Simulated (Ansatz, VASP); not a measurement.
Two plane-wave programs on CdS

The input INCAR:

```
PREC     = Accurate       # precision mode
ENCUT    = 600            # plane-wave cutoff, eV
EDIFF    = 1E-7           # SCF threshold, eV
ISMEAR   = -1             # smearing method
SIGMA    = 0.08           # smearing width, eV
LREAL    = F              # projectors in reciprocal space
LASPH    = T              # aspherical terms in the spheres
NELM     = 60             # most SCF steps
ALGO     = Normal         # electronic algorithm
ISIF     = 3              # what is computed and relaxed
LWAVE    = F              # write WAVECAR
LCHARG   = F              # write CHGCAR
GGA      = CA             # functional
IBRION   = 2              # ionic algorithm
NSW      = 60             # ionic steps
EDIFFG   = -0.005         # ionic threshold
```

The input KPOINTS:

```
regular mesh
0
Gamma
  11 11 11
```

Contents of POSCAR:

```
CdS
1.0
    0.0000000000      2.9131338647      2.9131338647
    2.9131338647      0.0000000000      2.9131338647
    2.9131338647      2.9131338647      0.0000000000
Cd S
1 1
Direct
    0.0000000000      0.0000000000      0.0000000000
    0.2500000000      0.2500000000      0.2500000000
```

Input for Ansatz:

```yaml
crystal:
  lattice:
    - [0.0, 2.9131338647, 2.9131338647]
    - [2.9131338647, 0.0, 2.9131338647]
    - [2.9131338647, 2.9131338647, 0.0]
  atoms:
    - { symbol: Cd, position: [0.0, 0.0, 0.0] }
    - { symbol: S, position: [0.25, 0.25, 0.25] }
kpoints:
  mp_grid: { grid: [11, 11, 11] }
scf:
  occupations: { method: fermi_dirac, width: 0.08 }
hamiltonian:
  xc: lda
  pseudopotentials: { kind: paw }
output:
  forces: true
  stress: true
  write_density: true
  write_potential: true
  elf: true
  volumetric_format: npy
relax:
  f_tol: 0.005
  max_steps: 40
  cell: {}
```

Alike in both runs: task relaxation of cell and atoms; functional LDA; k mesh 11 × 11 × 11; occupations fermi-dirac, width 0.08 eV; no spin polarisation.

|  | VASP | Ansatz |
| --- | --- | --- |
| version | VASP 6.6.1 | Ansatz 0.2.0 |
| potentials or method | VASP PAW LDA potentials, release 64 (Cd, S) | PAW with Ansatz's default frozen-core files, scalar-relativistic |
| plane-wave cutoff (eV) | 600 | 420 |
| valence electrons in the cell | 18 | 26 |

```tsv
	VASP	Ansatz	Ansatz less VASP
relaxed volume (Å³/atom)	24.02	23.85	-0.176
relaxed cell length with the largest relative difference (Å)	4.081	4.071	-0.0100
```

LDA's correlation is that of Perdew and Zunger in VASP and of Perdew and Wang (1992) in Ansatz. VASP's potentials hold 18 valence electrons a cell and Ansatz's 26, so a difference there can come from the potentials and not from the codes.
